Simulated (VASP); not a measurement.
Wanted: the native input for a VASP 6.6.1 run.

* Task: single point
* Functional: PBE
* Potentials or basis: VASP PAW PBE potentials, release 64 (Cu)
* Cutoff: 520 eV
* k mesh: 6 × 6 × 16
* Occupations: gaussian, width 0.1 eV
* Spin: no spin polarisation
* Dipole correction: no
* Further INCAR settings: ALGO = Fast; EDIFF = 1e-06; NBANDS = 48

The structure of Cu lies in POSCAR:

```
Cu
1.0
    6.6990092309     -0.0000210670     -0.0269605109
   -3.3495228601      5.8015626064      0.0044135801
   -1.4440753099      0.2729400433      2.1210213115
Cu
7
Direct
    0.1428571429      0.7142857143      0.0000000000
    0.5714285714      0.8571428571      0.0000000000
    0.2857142857      0.4285714286      0.0000000000
    0.7142857143      0.5714285714      0.0000000000
    0.0000000000      0.0000000000      0.0000000000
    0.4285714286      0.1428571429      0.0000000000
    0.8571428571      0.2857142857      0.0000000000
```

The input as run:

INCAR

```
ALGO = Fast
EDIFF = 1E-6
ENCUT = 520
GGA = PE
ISIF = 2
ISMEAR = 0
LASPH = T
LCHARG = F
LREAL = F
LWAVE = F
NBANDS = 48
NELM = 60
PREC = Accurate
SIGMA = 0.1
```

KPOINTS

```
k-points
0
Gamma
  6 6 16
```

Potentials or basis: VASP PAW PBE potentials, release 64 (Cu).

The run is started by

```sh
$ cat potpaw_PBE.64/Cu/POTCAR > POTCAR
$ mpirun -np 1 vasp_std > vasp.out
```

It gave:

```json
{"Pressure": "2.9 GPa", "Band gap on the k mesh": "zero (an odd number of electrons rules out a gap without spin polarisation)"}
```

It took 12 min on 1 thread of Intel(R) Xeon(R) 6975P-C (Granite Rapids), with other jobs on the host, peak memory 0.79 GiB.
